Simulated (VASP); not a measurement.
Here is a VASP 6.6.1 calculation.

The input INCAR:

```
ALGO     = Normal         # electronic algorithm
EDIFF    = 1E-7           # SCF threshold, eV
EDIFFG   = -0.001         # ionic threshold
ENCUT    = 600            # plane-wave cutoff, eV
GGA      = PE             # functional
GGA_COMPAT= F            
IBRION   = 2              # ionic algorithm
ISIF     = 3              # what is computed and relaxed
ISMEAR   = 1              # smearing method
LASPH    = T              # aspherical terms in the spheres
LCHARG   = F              # write CHGCAR
LREAL    = F              # projectors in reciprocal space
LWAVE    = F              # write WAVECAR
NELM     = 120            # most SCF steps
NELMIN   = 4            
NSW      = 80             # ionic steps
PREC     = Accurate       # precision mode
PSTRESS  = 110.0        
SIGMA    = 0.05           # smearing width, eV
```

File KPOINTS:

```
k-points
0
Gamma
  10 10 10
```

File POSCAR:

```
AlN
1.0
    0.0000000000      2.1835316753      2.1835316753
    2.1835316753      0.0000000000      2.1835316753
    2.1835316753      2.1835316753      0.0000000000
Al N
1 1
Direct
    0.0000000000      0.0000000000      0.0000000000
    0.7500000000      0.7500000000      0.7500000000
```

Potentials or basis: VASP PAW PBE potentials, release 64 (Al, N).

Run with:

```sh
$ cat potpaw_PBE.64/Al/POTCAR potpaw_PBE.64/N/POTCAR > POTCAR
$ mpirun -np 1 vasp_std > vasp.out
```

Question: Predict the band gap on the k mesh.

Answer: 3.33 eV, indirect (least direct gap 4.46 eV).

Question: Estimate the space group after relaxing (to 0.05 Å).

Answer: F-43m (No. 216).

Question: What does it give for the relaxed cell?

Answer: a = 3.059 Å, b = 3.059 Å, c = 3.059 Å, α = 60.00°, β = 60.00°, γ = 60.00°.

Final structure:
```yaml
crystal:
  lattice:
    - [0.00000, 2.16285, 2.16285]
    - [2.16285, 0.00000, 2.16285]
    - [2.16285, 2.16285, 0.00000]
  atoms:
    - { symbol: Al, position: [0.00000, 0.00000, 0.00000] }
    - { symbol: N, position: [0.75000, 0.75000, 0.75000] }
```

Caveat: the cell is relaxed towards a set pressure, so the enthalpy falls and the energy may rise. A hybrid or GW would open this gap; PBE tends to underestimate it.
